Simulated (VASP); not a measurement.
Write the native input for VASP 6.6.1 that does the following.

* Task: relaxation of shape and atoms at fixed volume
* Functional: LDA
* Potentials or basis: VASP PAW LDA potentials, release 64 (Zn, Ni)
* Cutoff: 600 eV
* k mesh: 16 × 16 × 14
* Occupations: fermi-dirac, width 0.15 eV
* Spin: no spin polarisation
* Dipole correction: no
* Further INCAR settings: ALGO = Fast; EDIFF = 1e-07; IBRION = 2; EDIFFG = -0.001; NSW = 80; ISIF = 4

The structure of ZnNi lies in POSCAR:

```
ZnNi
1.0
    2.6146117893      0.0000000000      0.0000000000
    0.0000000000      2.6146117893      0.0000000000
    0.0000000000      0.0000000000      3.1711660685
Zn Ni
1 1
Direct
    0.5000000000      0.5000000000      0.5000000000
    0.0000000000      0.0000000000      0.0000000000
```

These files were run (other wordings do the same):

INCAR

```
PREC     = Accurate       # precision mode
ENCUT    = 600            # plane-wave cutoff, eV
EDIFF    = 1E-7           # SCF threshold, eV
ISMEAR   = -1             # smearing method
SIGMA    = 0.15           # smearing width, eV
LREAL    = F              # projectors in reciprocal space
LASPH    = T              # aspherical terms in the spheres
NELM     = 100            # most SCF steps
ALGO     = Fast           # electronic algorithm
ISIF     = 4              # what is computed and relaxed
LWAVE    = F              # write WAVECAR
LCHARG   = F              # write CHGCAR
IBRION   = 2              # ionic algorithm
NSW      = 80             # ionic steps
EDIFFG   = -0.001         # ionic threshold
```

KPOINTS

```
Automatic mesh
0
Gamma
  16 16 14
```

Potentials or basis: VASP PAW LDA potentials, release 64 (Zn, Ni).

Command:

```console
$ cat potpaw_LDA.64/Zn/POTCAR potpaw_LDA.64/Ni/POTCAR > POTCAR
$ mpirun -np 1 vasp_std > vasp.out
```

It gave:

* Energy gained by relaxing: 0.0 meV/atom
* Ionic steps: 5
* Pressure after relaxing: 5.0 GPa
* Band gap on the k mesh: zero (bands 11 and 12 overlap by 6.75 eV)

Wall time 3.4 min on 1 thread of AMD EPYC 9R45 96-Core Processor (Zen 5), with other jobs on the host, peak memory 0.24 GiB.
